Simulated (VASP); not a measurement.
# BaTiO3 (R3m) in VASP: further runs, part 2 of 2

VASP 6.6.1. Earlier steps stand in the parts before.

## 4. Single point, PBE+U (strain +0.015 along x and y, -0.030 along z)

INCAR

```
SYSTEM = BaTiO3
PREC     = Accurate       ! precision mode
ENCUT    = 520            ! plane-wave cutoff, eV
EDIFF    = 1E-6           ! SCF threshold, eV
ISMEAR   = 0              ! smearing method
SIGMA    = 0.05           ! smearing width, eV
LREAL    = .FALSE.        ! projectors in reciprocal space
LASPH    = .TRUE.         ! aspherical terms in the spheres
NELM     = 150            ! most SCF steps
ALGO     = Normal         ! electronic algorithm
ISIF     = 2              ! what is computed and relaxed
LWAVE    = .FALSE.        ! write WAVECAR
LCHARG   = .FALSE.        ! write CHGCAR
LMAXMIX  = 4              ! l up to which the mixer works
LDAU     = .TRUE.         ! DFT+U
LDAUTYPE = 2            
LDAUL    = -1 2 -1        ! shell
LDAUU    = 0 4 0          ! U, eV
LDAUJ    = 0 0 0        
LDAUPRINT= 1            
GGA      = PE             ! functional
NBANDS   = 28             ! bands
```

KPOINTS

```
Automatic mesh
0
G
  6 6 6
  0 0 0
```

POSCAR

```
BaTiO3
1.0
    2.9032776664      1.6762081422      2.2756719710
   -2.9032776664      1.6762081422      2.2756719710
    0.0000000000     -3.3524162845      2.2756719709
Ba Ti O
1 1 3
Direct
    0.0026800181      0.0026800181      0.0026800181
    0.5127992509      0.5127992509      0.5127992509
    0.4903227049      0.4903227049      0.9825753212
    0.4903227049      0.9825753212      0.4903227049
    0.9825753212      0.4903227049      0.4903227049
```

Potentials or basis: VASP PAW PBE potentials, release 64 (Ba_sv, Ti_sv, O).

Command:

```bash
$ cat potpaw_PBE.64/Ba_sv/POTCAR potpaw_PBE.64/Ti_sv/POTCAR potpaw_PBE.64/O/POTCAR > POTCAR
$ mpirun -np 1 vasp_std > vasp.out
```

OUTCAR:

```text
SYSTEM = BaTiO3
   PREC = Accurate
   ENCUT = 520
   EDIFF = 1E-6
   ISMEAR = 0
   LREAL = .FALSE.
   LASPH = .TRUE.
   NELM = 150
   ISIF = 2
   GGA = PE

 ion  position               nearest neighbor table
   1  0.003  0.003  0.003-   4 2.76   5 2.76   3 2.76   5 2.89   4 2.89   3 2.89   3 2.91   3 2.91
                             5 2.91   4 2.91   5 2.91   4 2.91   2 3.34   2 3.48   2 3.52   2 3.52
   2  0.513  0.513  0.513-   3 1.91   4 1.91   5 1.91   3 2.15   4 2.15   5 2.15   1 3.34   1 3.48
                             1 3.52   1 3.52   1 3.52   1 3.56   1 3.56   1 3.56
   3  0.490  0.490  0.983-   2 1.91   2 2.15   1 2.76   1 2.89   1 2.91   1 2.91
   4  0.490  0.983  0.490-   2 1.91   2 2.15   1 2.76   1 2.89   1 2.91   1 2.91
   5  0.983  0.490  0.490-   2 1.91   2 2.15   1 2.76   1 2.89   1 2.91   1 2.91

  LATTYP: Found a trigonal (rhomboedric) cell.
 ALAT       =     4.0518363570
 COS(alpha) =    -0.0268413480

  Lattice vectors:

 A1 = (   2.9032776664,   1.6762081422,   2.2756719710)
 A2 = (  -2.9032776664,   1.6762081422,   2.2756719710)
 A3 = (   0.0000000000,  -3.3524162845,   2.2756719709)

[... 217 lines left out ...]
 E-fermi :   4.0361     XC(G=0): -11.0665

 val. band max:        3.7067655287   @ k =   0.5000   0.5000   0.5000
 cond. band min:       6.2247280170   @ k =   0.0000   0.0000   0.0000
 fundamental gap:      2.5179624883
 Fermi energy:         4.0361002258

 k-point     1 :       0.0000    0.0000    0.0000
  band No.  band energies     occupation
      1     -53.9570      2.00000
      2     -30.1657      2.00000
      3     -30.1138      2.00000
      4     -30.1138      2.00000
      5     -21.2416      2.00000
      6     -13.1685      2.00000
[... 733 lines left out ...]
     27      11.6686      0.00000
     28      12.0475      0.00000

 [... further k-points ...]

------------------------ aborting loop because EDIFF is reached ----------------------------------------

  FORCE on cell =-STRESS in cart. coord.  units (eV):
  Direction    XX          YY          ZZ          XY          YZ          ZX
  --------------------------------------------------------------------------------------
  -------------------------------------------------------------------------------------
  Total        0.0645668      0.0645668      4.1362687      0.0000000     -0.0000000      0.0000000
  in kB        1.5568355      1.5568355     99.7336925      0.0000000     -0.0000000      0.0000000
  external PRESSURE =      34.2824545 kB  Pullay stress =       0.0000000 kB

 VOLUME and BASIS-vectors are now :
 -----------------------------------------------------------------------------
  energy-cutoff  :      520.00
  volume of cell :       66.45
      direct lattice vectors                 reciprocal lattice vectors
     2.903277666  1.676208142  2.275671971     0.172219146  0.099430770  0.146476881
    -2.903277666  1.676208142  2.275671971    -0.172219146  0.099430770  0.146476881
     0.000000000 -3.352416284  2.275671971     0.000000000 -0.198861540  0.146476881

 POSITION                                       TOTAL-FORCE (eV/Angst)
 -----------------------------------------------------------------------------------
      0.00000     -0.00000      0.01830         0.000000      0.000000     -0.064194
      0.00000     -0.00000      3.50089         0.000000      0.000000     -0.669997
      0.00000     -1.65024      4.46765         0.000000     -0.207660      0.244730
     -1.42915      0.82512      4.46765        -0.179838      0.103830      0.244730
      1.42915      0.82512      4.46765         0.179838      0.103830      0.244730
 -----------------------------------------------------------------------------------
    total drift:                               -0.000000     -0.000001      0.000833

  FREE ENERGIE OF THE ION-ELECTRON SYSTEM (eV)
  ---------------------------------------------------
  free  energy   TOTEN  =       -37.2475514160 eV

  energy  without entropy=      -37.2475514160  energy(sigma->0) =      -37.24755142
```

Wall time 72 s (1 thread of Intel Xeon 6975P-C, shared host); peak memory 0.21 GiB.

What came out:

- Free energy: -37.2476 eV
- Pressure: 3.4 GPa
- Largest force: 0.670 eV/Å
- Band gap on the k mesh: 2.52 eV, indirect (least direct gap 2.89 eV)

Forces on the atoms (eV/Å):
```
Ba   0.000  0.000 -0.064
Ti   0.000  0.000 -0.670
O    0.000 -0.208  0.245
O   -0.180  0.104  0.245
O    0.180  0.104  0.245
```

Eigenvalues of the final occupation matrices:
| site | spin | trace | eigenvalues |
| --- | --- | --- | --- |
| site 2 d | 1 | 0.80 | 0.11 0.11 0.11 0.24 0.24 |
| site 2 d | 2 | 0.80 | 0.11 0.11 0.11 0.24 0.24 |

Caveat: the cell differs from its parent crystal (strain +0.015 along x and y, -0.030 along z); spin-orbit coupling is left out, which moves the levels of the heavy elements. A k mesh can miss the band edges.

## 5. Single point, PBE+U (strain +0.000 along x and y, +0.015 along z)

INCAR

```
SYSTEM = BaTiO3
ALGO     = Normal         ! electronic algorithm
EDIFF    = 1E-6           ! SCF threshold, eV
ENCUT    = 520            ! plane-wave cutoff, eV
GGA      = PE             ! functional
ISIF     = 2              ! what is computed and relaxed
ISMEAR   = 0              ! smearing method
LASPH    = .True.         ! aspherical terms in the spheres
LCHARG   = .False.        ! write CHGCAR
LDAU     = .True.         ! DFT+U
LDAUJ    = 0 0 0        
LDAUL    = -1 2 -1        ! shell
LDAUPRINT= 1            
LDAUTYPE = 2            
LDAUU    = 0 4 0          ! U, eV
LMAXMIX  = 4              ! l up to which the mixer works
LREAL    = .False.        ! projectors in reciprocal space
LWAVE    = .False.        ! write WAVECAR
NBANDS   = 28             ! bands
NELM     = 150            ! most SCF steps
PREC     = Accurate       ! precision mode
SIGMA    = 0.05           ! smearing width, eV
```

KPOINTS

```
k-points
0
Gamma
  6 6 6
  0 0 0
```

Changes to POSCAR since step 4:

```diff
@@ -2,5 +2,5 @@
 1.0
-    2.9032776664      1.6762081422      2.2756719710
-   -2.9032776664      1.6762081422      2.2756719710
-    0.0000000000     -3.3524162845      2.2756719709
+    2.8603720851      1.6514365933      2.3812443820
+   -2.8603720851      1.6514365933      2.3812443820
+    0.0000000000     -3.3028731867      2.3812443820
 Ba Ti O
```

Command:

```bash
$ cat potpaw_PBE.64/Ba_sv/POTCAR potpaw_PBE.64/Ti_sv/POTCAR potpaw_PBE.64/O/POTCAR > POTCAR
$ mpirun -np 1 vasp_std > vasp.out
```

It took 76 s on 1 thread of Intel Xeon 6975P-C, shared host; peak memory 0.21 GiB.

The run converged. Its results:

```yaml
Free_energy: -37.3139 eV
Pressure: 1.1 GPa
Largest_force: 0.420 eV/Å
Band_gap_on_the_k_mesh: 2.58 eV, indirect (least direct gap 2.96 eV)
```

Forces in eV/Å, atoms in the order of the input:
```
Ba   0.000  0.000 -0.013
Ti   0.000  0.000 -0.420
O    0.000 -0.231  0.144
O   -0.200  0.116  0.144
O    0.200  0.116  0.144
```

Stress tensor (GPa, compression positive):
```
 2.32  0.00  0.00
 0.00  2.32  0.00
 0.00  0.00 -1.22
```

Levels at points of the mesh, in eV from the valence-band top:
```csv
k point,band 18,band 19,band 20,band 21,band 22,band 23
"(0.00, 0.00, 0.00)",-0.52,-0.38,-0.38,2.58,2.58,2.72
"(0.50, 0.00, 0.00)",-1.55,-0.96,-0.82,2.76,3.92,3.99
"(0.50, 0.50, 0.00)",-0.92,-0.85,-0.07,3.97,4.00,4.33
"(0.50, 0.50, 0.50)",0.00,0.00,0.00,4.47,4.55,4.55
```

Eigenvalues of the final occupation matrices:
| site | spin | trace | eigenvalues |
| --- | --- | --- | --- |
| site 2 d | 1 | 0.80 | 0.11 0.11 0.11 0.24 0.24 |
| site 2 d | 2 | 0.80 | 0.11 0.11 0.11 0.24 0.24 |

Caveat: the cell differs from its parent crystal (strain +0.000 along x and y, +0.015 along z); spin-orbit coupling is left out, which moves the levels of the heavy elements.

## 6. Single point, PBE+U (strain +0.015 along x and y, -0.015 along z)

INCAR

```
SYSTEM = BaTiO3
ALGO = Normal ; EDIFF = 1E-6
ENCUT = 520 ; GGA = PE
ISIF = 2 ; ISMEAR = 0
LASPH = .True. ; LCHARG = .False.
LDAU = .True. ; LDAUJ = 0 0 0
LDAUL = -1 2 -1 ; LDAUPRINT = 1
LDAUTYPE = 2 ; LDAUU = 0 4 0
LMAXMIX = 4 ; LREAL = .False.
LWAVE = .False. ; NBANDS = 28
NELM = 150 ; PREC = Accurate
SIGMA = 0.05
```

KPOINTS is that of step 5.

Changes to POSCAR since step 5:

```diff
@@ -2,5 +2,5 @@
 1.0
-    2.8603720851      1.6514365933      2.3812443820
-   -2.8603720851      1.6514365933      2.3812443820
-    0.0000000000     -3.3028731867      2.3812443820
+    2.9032776664      1.6762081422      2.3108627746
+   -2.9032776664      1.6762081422      2.3108627746
+    0.0000000000     -3.3524162845      2.3108627746
 Ba Ti O
```

Potentials or basis: VASP PAW PBE potentials, release 64 (Ba_sv, Ti_sv, O).

Command:

```bash
$ cat potpaw_PBE.64/Ba_sv/POTCAR potpaw_PBE.64/Ti_sv/POTCAR potpaw_PBE.64/O/POTCAR > POTCAR
$ mpirun -np 1 vasp_std > vasp.out
```

OUTCAR:

```text
SYSTEM = BaTiO3
   EDIFF = 1E-6
   ENCUT = 520
   GGA = PE
   ISIF = 2
   ISMEAR = 0
   LASPH = .True.
   LREAL = .False.
   NELM = 150
   PREC = Accurate

 ion  position               nearest neighbor table
   1  0.003  0.003  0.003-   3 2.79   4 2.79   5 2.79   3 2.91   3 2.91   5 2.91   4 2.91   4 2.91
                             5 2.91   3 2.92   4 2.92   5 2.92   2 3.40   2 3.52   2 3.52   2 3.52
   2  0.513  0.513  0.513-   4 1.92   5 1.92   3 1.92   4 2.16   5 2.16   3 2.16   1 3.40   1 3.52
[... 990 lines left out ...]
  -------------------------------------------------------------------------------------
  Total       -0.4778271     -0.4778271      2.1646941     -0.0000000     -0.0000000      0.0000000
  in kB      -11.3459133    -11.3459133     51.4002444     -0.0000000     -0.0000000      0.0000000
  external PRESSURE =       9.5694726 kB  Pullay stress =       0.0000000 kB

 VOLUME and BASIS-vectors are now :
 -----------------------------------------------------------------------------
  energy-cutoff  :      520.00
  volume of cell :       67.47
      direct lattice vectors                 reciprocal lattice vectors
     2.903277666  1.676208142  2.310862775     0.172219146  0.099430770  0.144246269
    -2.903277666  1.676208142  2.310862775    -0.172219146  0.099430770  0.144246269
     0.000000000 -3.352416284  2.310862775     0.000000000 -0.198861540  0.144246269

 POSITION                                       TOTAL-FORCE (eV/Angst)
 -----------------------------------------------------------------------------------
      0.00000     -0.00000      0.01858         0.000000      0.000000     -0.043036
      0.00000     -0.00000      3.55503         0.000000      0.000000     -0.508016
      0.00000     -1.65024      4.53673         0.000000     -0.150982      0.183684
     -1.42915      0.82512      4.53673        -0.130755      0.075491      0.183684
      1.42915      0.82512      4.53673         0.130755      0.075491      0.183684
 -----------------------------------------------------------------------------------
    total drift:                               -0.000000     -0.000000      0.001037

  FREE ENERGIE OF THE ION-ELECTRON SYSTEM (eV)
  ---------------------------------------------------
  free  energy   TOTEN  =       -37.2967759883 eV

  energy  without entropy=      -37.2967759883  energy(sigma->0) =      -37.29677599
```

Run time: 63 s. Hardware: 1 thread of Intel Xeon 6975P-C, shared host; peak memory 0.21 GiB.

What came out:

- Free energy: -37.2968 eV
- Pressure: 1.0 GPa
- Largest force: 0.508 eV/Å
- Band gap on the k mesh: 2.55 eV, indirect (least direct gap 2.95 eV)

Forces in eV/Å, atoms in the order of the input:
```
Ba   0.000  0.000 -0.043
Ti   0.000  0.000 -0.508
O    0.000 -0.151  0.184
O   -0.131  0.075  0.184
O    0.131  0.075  0.184
```

Levels at points of the mesh, in eV from the valence-band top:
```tsv
k point	band 17	band 18	band 19	band 20	band 21	band 22	band 23	band 24
(0.00, 0.00, 0.00)	-1.10	-0.49	-0.49	-0.41	2.55	2.55	2.55	4.02
(0.50, 0.00, 0.00)	-1.68	-1.55	-0.97	-0.88	2.70	3.82	3.90	4.03
(0.50, 0.50, 0.00)	-1.84	-0.94	-0.92	-0.11	3.86	3.93	4.27	4.55
(0.50, 0.50, 0.50)	-2.21	-0.05	-0.05	0.00	4.33	4.51	4.51	6.32
```

Eigenvalues of the final occupation matrices:
```
    site  spin  trace               eigenvalues
site 2 d     1   0.80  0.11 0.11 0.11 0.23 0.23
site 2 d     2   0.80  0.11 0.11 0.11 0.23 0.23
```

Caveat: the cell differs from its parent crystal (strain +0.015 along x and y, -0.015 along z); spin-orbit coupling is left out, which moves the levels of the heavy elements. A k mesh can miss the band edges.

## 7. Overview

| cell | gap on the mesh (eV) | pressure (GPa) | largest force (eV/Å) |
| --- | --- | --- | --- |
| a = 4.031 Å, angles 90.4°, 5 atoms | 2.65 | 6.0 | 0.78 |
| a = 4.032 Å, angles 88.7°, 5 atoms | 2.64 | 6.4 | 0.71 |
| a = 4.052 Å, angles 91.5°, 5 atoms | 2.52 | 3.4 | 0.67 |
| a = 4.072 Å, angles 89.3°, 5 atoms | 2.58 | 1.1 | 0.42 |
| a = 4.072 Å, angles 91.0°, 5 atoms | 2.55 | 1.0 | 0.51 |

Alike in all rows: task single point; level PBE+U; potentials or basis VASP PAW PBE potentials, release 64 (Ba_sv, Ti_sv, O); no spin polarisation; Ti d U = 4.0 eV; k mesh 6 × 6 × 6; cutoff (eV) 520; smearing gaussian 0.05 eV.

Caveats: spin-orbit coupling is left out, which moves the levels of the heavy elements.

Absolute energies hang on the potentials; compare differences alone.
